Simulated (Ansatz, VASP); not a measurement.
# Hf2BeCN2 in VASP and in Ansatz

The input INCAR:

```
SYSTEM = Hf2BeCN2
PREC = Accurate
ENCUT = 520
EDIFF = 1E-6
ISMEAR = 0
SIGMA = 0.1
LREAL = .FALSE.
LASPH = .TRUE.
NELM = 60
ALGO = Normal
ISIF = 2
LWAVE = .FALSE.
LCHARG = .FALSE.
GGA = PE
NBANDS = 27
```

Contents of KPOINTS:

```
Automatic mesh
0
G
  6 6 4
  0 0 0
```

The input POSCAR:

```
Hf2BeCN2
1.0
    3.4514476600      0.0000000000      0.0000000000
    0.0000000000      3.4514476600      0.0000000000
    0.0000000000      0.0000000000      6.1027106400
Hf Be C N
2 1 1 2
Direct
    0.0000000000      0.0000000000      0.2425250000
    0.0000000000      0.0000000000      0.7574750000
    0.5000000000      0.5000000000      0.0000000000
    0.5000000000      0.5000000000      0.5000000000
    0.0000000000      0.5000000000      0.0000000000
    0.5000000000      0.0000000000      0.0000000000
```

Input for Ansatz:

```yaml
crystal:
  lattice:
    - [3.45144766, 0.0, 0.0]
    - [0.0, 3.45144766, 0.0]
    - [0.0, 0.0, 6.10271064]
  atoms:
    - { symbol: Hf, position: [0.0, 0.0, 0.242525] }
    - { symbol: Hf, position: [0.0, 0.0, 0.757475] }
    - { symbol: Be, position: [0.5, 0.5, 0.0] }
    - { symbol: C, position: [0.5, 0.5, 0.5] }
    - { symbol: "N", position: [0.0, 0.5, 0.0] }
    - { symbol: "N", position: [0.5, 0.0, 0.0] }
basis:
  ecutwfc: 420
kpoints:
  mp_grid: { grid: [6, 6, 4] }
hamiltonian:
  xc: pbe
scf:
  occupations: { method: gaussian, width: 0.1 }
  lower_state_search: "off"
output:
  forces: true
  stress: true
  eigenvalues: true
```

Change from the starting cell: species swapped into the Sr2CuSeO2 type (P4/mmm, No. 123).

Alike in both runs: task single point; functional PBE; k mesh 6 × 6 × 4; occupations gaussian, width 0.1 eV; no spin polarisation.

|  | VASP | Ansatz |
| --- | --- | --- |
| version | VASP 6.6.1 | Ansatz 0.2.0 |
| potentials or method | VASP PAW PBE potentials, release 64 (Hf_pv, Be, C, N), cutoff 520 eV | scalar-relativistic, plane waves, PAW |
| valence electrons in the cell | 36 | 68 |

```csv
,VASP,Ansatz,Ansatz less VASP
gap on the k mesh at the Fermi level (eV),none,none,-
pressure (GPa),-15.0,-13.7,+1.31
"traceless stress, the component that is largest in VASP (GPa)",-12.99,-12.52,+0.467
rms of the force components (eV/Å),0.172,0.104,-0.0682
```

Atom by atom the forces differ by 0.068 eV/Å (rms over components). A gap of «none» marks a metal or a gap that the smearing closes. VASP's potentials hold 36 valence electrons a cell and Ansatz's 68, so a difference there can come from the potentials and not from the codes.

Spin-orbit coupling is off throughout.
